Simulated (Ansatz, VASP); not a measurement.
One calculation of Ca3H, two programs

```xyz
4
Lattice="0.0000 4.1468 4.1468 4.1468 0.0000 4.1468 4.1468 4.1468 0.0000" Properties=species:S:1:pos:R:3 pbc="T T T"
Ca    4.1468    4.1468    4.1468
Ca    2.0734    2.0734    2.0734
Ca    6.2202    6.2202    6.2202
H     0.0000    0.0000    0.0000
```

Change from the starting cell: species swapped into the PrMg3 type (Fm-3m, No. 225).

Alike in both runs: functional PBE; k mesh 10 × 10 × 10; occupations gaussian, width 0.1 eV; no spin polarisation.

Ansatz relaxed the structure, and its values are those at the end. VASP's run is a single point on that final structure, the one shown.

|  | VASP | Ansatz |
| --- | --- | --- |
| version | VASP 6.6.1 | Ansatz 0.2.0 |
| potentials or method | VASP PAW PBE potentials, release 64 (Ca_sv, H), cutoff 520 eV | scalar-relativistic, plane waves, PAW |
| valence electrons in the cell | 31 | 31 |

```tsv
	VASP	Ansatz	Ansatz less VASP
gap on the k mesh at the Fermi level (eV)	none	none	-
pressure (GPa)	0.0	0.0	+0.01
```

A gap of «none» marks a metal or a gap that the smearing closes. The functional is the same, so the differences come from potentials, cutoffs and numerics.
